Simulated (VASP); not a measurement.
# F (P6_3/mmc) in VASP: a series of runs, part 2 of 2

VASP 6.6.1. Earlier steps stand in the parts before.

## 3. Relaxation of cell and atoms, r2SCAN

This run uses another cell than the first one, of 11.68 Å³/atom.

The input, POSCAR:

```
F
1.0
    1.2784130000      2.2142720000      0.0000000000
   -1.2784130000      2.2142720000      0.0000000000
    0.0000000000      0.0000000000      4.1264370000
F
2
Direct
    0.3333300000      0.3333400000      0.2500000000
    0.6666600000      0.6666700000      0.7500000000
```

The input, INCAR.step1:

```
PREC     = Accurate       # precision mode
ENCUT    = 600            # plane-wave cutoff, eV
ISMEAR   = 0              # smearing method
SIGMA    = 0.022          # smearing width, eV
LREAL    = F              # projectors in reciprocal space
LASPH    = T              # aspherical terms in the spheres
NELM     = 80             # most SCF steps
GGA      = PE             # functional
ALGO     = Normal         # electronic algorithm
EDIFF    = 1E-4           # SCF threshold, eV
LWAVE    = T              # write WAVECAR
LCHARG   = F              # write CHGCAR
```

The input, INCAR.step2:

```
PREC     = Accurate       # precision mode
ENCUT    = 600            # plane-wave cutoff, eV
EDIFF    = 1E-6           # SCF threshold, eV
ISMEAR   = 0              # smearing method
SIGMA    = 0.022          # smearing width, eV
LREAL    = F              # projectors in reciprocal space
LASPH    = T              # aspherical terms in the spheres
NELM     = 80             # most SCF steps
ALGO     = Normal         # electronic algorithm
ISIF     = 3              # what is computed and relaxed
LWAVE    = F              # write WAVECAR
LCHARG   = F              # write CHGCAR
METAGGA  = R2SCAN         # meta-GGA
LMIXTAU  = T            
IBRION   = 2              # ionic algorithm
NSW      = 60             # ionic steps
EDIFFG   = -0.01          # ionic threshold
ISTART   = 1
```

The input, KPOINTS:

```
regular mesh
0
Gamma
  14 14 8
```

Potentials or basis: VASP PAW PBE potentials, release 64 (F).

Command:

```console
> cat potpaw_PBE.64/F/POTCAR > POTCAR
> cp INCAR.step1 INCAR
> mpirun -np 1 vasp_std > vasp.out
> cp INCAR.step2 INCAR
> mpirun -np 1 vasp_std > vasp.out
```

OUTCAR:

```text
PREC = Accurate
   ENCUT = 600
   EDIFF = 1E-6
   ISMEAR = 0
   LREAL = F
   LASPH = T
   NELM = 80
   ISIF = 3
   METAGGA = R2SCAN
   IBRION = 2
   NSW = 60
   EDIFFG = -0.01
   ISTART = 1

 ion  position               nearest neighbor table
   1  0.333  0.333  0.250-
   2  0.667  0.667  0.750-

  LATTYP: Found a hexagonal cell.
 ALAT       =     2.5568223029
 C/A-ratio  =     1.6138927587

  Lattice vectors:

 A1 = (   1.2784130000,  -2.2142720000,   0.0000000000)
 A2 = (   1.2784130000,   2.2142720000,   0.0000000000)
 A3 = (   0.0000000000,   0.0000000000,   4.1264370000)

Analysis of symmetry for initial positions (statically):
=====================================================================
 Subroutine PRICEL returns:
 Original cell was already a primitive cell.

 Routine SETGRP: Setting up the symmetry group for a
 hexagonal supercell.

 Subroutine GETGRP returns: Found  8 space group operations
 (whereof  2 operations were pure point group operations)
 out of a pool of 24 trial point group operations.

The static configuration has the point symmetry C_2 .
 The point group associated with its full space group is D_2h.

Analysis of symmetry for dynamics (positions and initial velocities):
=====================================================================
 Subroutine PRICEL returns:
 Original cell was already a primitive cell.

 Routine SETGRP: Setting up the symmetry group for a
 hexagonal supercell.

 Subroutine GETGRP returns: Found  8 space group operations
 (whereof  2 operations were pure point group operations)
 out of a pool of 24 trial point group operations.

The dynamic configuration has the point symmetry C_2 .
 The point group associated with its full space group is D_2h.

 Subroutine INISYM returns: Found  8 space group operations
 (whereof  2 operations are pure point group operations),
 and found     1 'primitive' translations
[... 145 lines left out ...]

------------------------ aborting loop because EDIFF is reached ----------------------------------------

  FORCE on cell =-STRESS in cart. coord.  units (eV):
  Direction    XX          YY          ZZ          XY          YZ          ZX
  --------------------------------------------------------------------------------------
  -------------------------------------------------------------------------------------
  Total       -1.3702623     -1.3700689     -1.5463816      0.0000000      0.0000000      0.0000000
  in kB      -93.9738308    -93.9605648   -106.0522553      0.0000000      0.0000000      0.0000000
  external PRESSURE =     -97.9955503 kB  Pullay stress =       0.0000000 kB
[... 89 lines left out ...]
  FREE ENERGIE OF THE ION-ELECTRON SYSTEM (eV)
  ---------------------------------------------------
  free  energy   TOTEN  =        -3.7493334099 eV

  energy  without entropy=       -3.7475301852  energy(sigma->0) =       -3.74843180

[... ionic steps 4 to 22 ...]

--------------------------------------- Ionic step       23  -------------------------------------------

 number of electron      13.9999990 magnetization

------------------------ aborting loop because EDIFF is reached ----------------------------------------
[... 67 lines left out ...]
--------------------------------------- Ionic step       25  -------------------------------------------

 number of electron      13.9999991 magnetization

 Free energy of the ion-electron system (eV)
  ---------------------------------------------------
  ext. energy  EPLUGINS =         0.00000000
  ---------------------------------------------------
  free energy    TOTEN  =        -4.15446381 eV

  energy without entropy =       -4.15385826  energy(sigma->0) =       -4.15416104

 E-fermi :  -3.0943     XC(G=0): -11.1932

 val. band max:       -3.0947850339   @ k =   0.3571   0.0000   0.1250
 cond. band min:      -3.0874631531   @ k =   0.2857   0.2857   0.1250
 fundamental gap:      0.0073218808
 Fermi energy:        -3.0942894775

 k-point     1 :       0.0000    0.0000    0.0000
  band No.  band energies     occupation
      1     -27.0918      2.00000
      2     -23.4887      2.00000
      3      -7.0820      2.00000
      4      -5.0798      2.00000
      5      -5.0778      2.00000
      6      -3.2714      2.00000
      7      -3.2698      2.00000
      8      -2.3918      0.00000
      9      11.1763      0.00000
     10      17.7001      0.00000
     11      27.1650      0.00000
[... 309 lines left out ...]
 k-point    24 :       0.3571    0.0714    0.0000
  band No.  band energies     occupation
      1     -26.1828      2.00000
      2     -24.0435      2.00000
      3      -6.4283      2.00000
      4      -6.0922      2.00000
      5      -5.7919      2.00000
      6      -4.2669      2.00000
      7      -3.3618      2.00000
      8      -2.9694      0.00000
      9      14.1391      0.00000
     10      19.6166      0.00000
     11      20.1446      0.00000

 [... further k-points ...]

------------------------ aborting loop because EDIFF is reached ----------------------------------------

  FORCE on cell =-STRESS in cart. coord.  units (eV):
  Direction    XX          YY          ZZ          XY          YZ          ZX
  --------------------------------------------------------------------------------------
  -------------------------------------------------------------------------------------
  Total       -0.0048012     -0.0052204      0.0012331      0.0000000     -0.0000000      0.0000000
  in kB       -0.4053222     -0.4407122      0.1041033      0.0000000     -0.0000000      0.0000000
  external PRESSURE =      -0.2473104 kB  Pullay stress =       0.0000000 kB
[... 17 lines left out ...]
  FREE ENERGIE OF THE ION-ELECTRON SYSTEM (eV)
  ---------------------------------------------------
  free  energy   TOTEN  =        -4.1544638147 eV

  energy  without entropy=       -4.1538582623  energy(sigma->0) =       -4.15416104

 reached required accuracy - stopping structural energy minimisation
```

OUTCAR.step1:

```text
PREC = Accurate
   ENCUT = 600
   ISMEAR = 0
   LREAL = F
   LASPH = T
[... 559 lines left out ...]
 -----------------------------------------------------------------------------------
     -0.00001      1.47619      1.03161         0.000000      0.000025     -0.000000
     -0.00001      2.95236      3.09483         0.000000     -0.000025      0.000000
 -----------------------------------------------------------------------------------
    total drift:                                0.000000      0.000000     -0.000000

  FREE ENERGIE OF THE ION-ELECTRON SYSTEM (eV)
  ---------------------------------------------------
  free  energy   TOTEN  =        -1.4480824376 eV

  energy  without entropy=       -1.4454635903  energy(sigma->0) =       -1.44677301
```

It took 34 min on 1 thread of Intel Xeon 6975P-C (Granite Rapids), shared host; peak memory 0.22 GiB.

What came out:

```yaml
Free_energy: -4.1545 eV
Relaxed_volume: 9.49 Å³/atom
Relaxed_cell: a = 2.729 Å, b = 2.729 Å, c = 2.943 Å, α = 90.00°, β = 90.00°, γ = 60.00°
Space_group_after_relaxing_to_0.1_Å: P6_3/mmc (No. 194)
Energy_gained_by_relaxing: 304.8 meV/atom
Ionic_steps: 25
Pressure_after_relaxing: 0.0 GPa
Band_gap_on_the_k_mesh: zero (bands 7 and 8 overlap by 1.70 eV)
```

The path:
```tsv
step	energy change (eV)	largest force (eV/Å)	pressure (GPa)	volume (Å³)
1	0.0000	0.0000	-9.80	23.36
2	-0.1307	0.0000	-7.61	21.03
3	-0.2045	0.0000	-1.83	18.76
4	-0.2071	0.0000	0.80	18.14
5	-0.2075	0.0000	0.06	18.29
6	-0.2146	0.0000	0.24	18.26
7	-0.2611	0.0000	0.54	18.13
8	-0.3958	0.0001	1.88	17.80
9	-0.5401	0.0004	11.85	16.85
10	-0.5460	0.0002	10.05	16.97
11	-0.5448	0.0003	10.65	16.93
12	-0.5457	0.0003	10.70	16.94
13	-0.5478	0.0003	10.83	16.96
14	-0.5497	0.0004	11.16	16.99
15	-0.5525	0.0004	10.81	17.04
16	-0.5604	0.0004	9.88	17.16
17	-0.5742	0.0005	8.09	17.41
18	-0.5944	0.0005	4.89	17.92
19	-0.6089	0.0005	-0.30	18.97
20	-0.6089	0.0005	-0.14	18.92
21	-0.6090	0.0005	-0.14	18.93
22	-0.6093	0.0007	-0.11	18.94
23	-0.6096	0.0009	-0.06	18.96
24	-0.6094	0.0014	0.07	19.01
25	-0.6097	0.0011	-0.02	18.98
```

Final structure:
```yaml
crystal:
  lattice:
    - [1.36448, 2.36335, 0.00000]
    - [-1.36448, 2.36335, 0.00000]
    - [0.00000, 0.00000, 2.94262]
  atoms:
    - { symbol: F, position: [0.33337, 0.33338, 0.25000] }
    - { symbol: F, position: [0.66662, 0.66663, 0.75000] }
```

Caveat: the volume moved by over 15 % at a fixed basis, so the end points are rough; the PAW data sets were made with another functional, which shifts forces and pressure a little.
